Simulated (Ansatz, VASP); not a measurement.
Two plane-wave programs on TeMo3

```
Te Mo
1.0
     4.08446    0.00000    0.00000
     0.00000    4.08446    0.00000
     0.00000    0.00000    4.08446
Te Mo
1 3
Cartesian
  0.0000 0.0000 0.0000
  0.0000 2.0422 2.0422
  2.0422 0.0000 2.0422
  2.0422 2.0422 0.0000
```

Alike in both runs: functional PBE; k mesh 4 × 4 × 4; occupations gaussian, width 0.1 eV; no spin polarisation.

Ansatz relaxed the structure, and its values are those at the end. VASP's run is a single point on that final structure, the one shown.

```csv
,VASP,Ansatz
version,VASP 6.6.1,Ansatz 0.2.0
potentials or method,"VASP PAW PBE potentials, release 64 (Te, Mo_sv), cutoff 520 eV","scalar-relativistic, plane waves, PAW"
valence electrons in the cell,48,58
```

```tsv
	VASP	Ansatz	Ansatz less VASP
gap on the k mesh at the Fermi level (eV)	none	none	-
pressure (GPa)	0.1	0.0	-0.16
```

A gap of «none» marks a metal or a gap that the smearing closes. The functional is the same, so the differences come from potentials, cutoffs and numerics. VASP's potentials hold 48 valence electrons a cell and Ansatz's 58, so a difference there can come from the potentials and not from the codes.

The k mesh is coarse, so the values compare programs but aren't converged. Spin-orbit coupling is off throughout.
